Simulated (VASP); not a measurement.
A run of VASP 6.6.1 is set up as follows.

Contents of INCAR:

```
PREC = Accurate
ENCUT = 520
EDIFF = 1E-7
ISMEAR = 0
SIGMA = 0.05
LREAL = F
LASPH = T
NELM = 100
ALGO = Normal
ISIF = 2
LWAVE = F
LCHARG = T
GGA = PE
LELF = T
LVHAR = T
NBANDS = 18
```

The input KPOINTS:

```
regular mesh
0
Gamma
  9 9 6
```

Contents of POSCAR:

```
LiF
1.0
    3.3175651606      0.0000000000      0.0000000000
   -1.6587825803      2.8730957078      0.0000000000
    0.0000000000      0.0000000000      5.0480071484
Li F
2 2
Direct
    0.3333333333      0.6666666667      0.3810713234
    0.6666666667      0.3333333333      0.8810713234
    0.3333333333      0.6666666667      0.9939266766
    0.6666666667      0.3333333333      0.4939266766
```

Potentials or basis: VASP PAW PBE potentials, release 64 (Li_sv, F).

Command:

```sh
$ cat potpaw_PBE.64/Li_sv/POTCAR potpaw_PBE.64/F/POTCAR > POTCAR
$ mpirun -np 1 vasp_std > vasp.out
```

(1) Predict the band gap on the k mesh.

(2) What does it give for the largest force?

Results:

(1) 6.86 eV, direct.

(2) 0.020 eV/Å.
